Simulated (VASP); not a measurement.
Input of a VASP 6.6.1 run:

Contents of INCAR:

```
PREC = Accurate
ENCUT = 520
EDIFF = 1E-6
ISMEAR = -1
SIGMA = 0.1
LREAL = F
LASPH = T
NELM = 150
ALGO = Normal
ISIF = 2
LWAVE = F
LCHARG = T
ISPIN = 2
MAGMOM = 1.325 1.325
LORBIT = 11
NUPDOWN = 2.65
LMAXMIX = 6
LDAU = T
LDAUTYPE = 2
LDAUL = 3
LDAUU = 6.4
LDAUJ = 0
LDAUPRINT = 1
GGA = PE
LELF = T
LVHAR = T
NBANDS = 29
```

KPOINTS

```
regular mesh
0
Gamma
  9 9 5
```

Contents of POSCAR:

```
Gd
1.0
    3.6290016500      0.0000000000      0.0000000000
   -1.8145008200      3.1428076200      0.0000000000
    0.0000000000      0.0000000000      5.7960000000
Gd
2
Direct
    0.3333333300      0.6666666700      0.2500000000
    0.6666666700      0.3333333300      0.7500000000
```

Potentials or basis: VASP PAW PBE potentials, release 64 (Gd).

Launch:

```sh
$ cat potpaw_PBE.64/Gd/POTCAR > POTCAR
$ mpirun -np 1 vasp_std > vasp.out
```

(1) Predict the pressure.

## Answers

(1) 7.1 GPa.

Caveat: the total moment is fixed, so each spin has its own Fermi level.
